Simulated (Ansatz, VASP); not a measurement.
**One calculation of Na2S, two programs**

```
Na S
1.0
     0.00000    3.19639    3.19639
     3.19639    0.00000    3.19639
     3.19639    3.19639    0.00000
Na S
2 1
Direct
  0.25000 0.25000 0.25000
  0.75000 0.75000 0.75000
  0.00000 0.00000 0.00000
```

Change from the starting cell: volume scaled by 0.94, crystal datasets.

Alike in both runs: task electric field gradients; functional PBEsol; k mesh 8 × 8 × 8; occupations fermi-dirac, width 0.02 eV; no spin polarisation.

|  | VASP | Ansatz |
| --- | --- | --- |
| version | VASP 6.6.1 | Ansatz 0.2.0 |
| potentials or method | VASP PAW PBE potentials, release 64 (Na_pv, S), cutoff 400 eV | all-electron PAW with datasets made for the crystal, scalar-relativistic |

|  | VASP | Ansatz | Ansatz less VASP |
| --- | --- | --- | --- |
| gap on the k mesh at the Fermi level (eV) | 2.59 | 2.60 | +0.006 |
| pressure (GPa) | 1.5 | 1.7 | +0.15 |

VASP's potentials were made for PBE, not for PBEsol. Ansatz ran all-electron here, and VASP with PAW potentials.
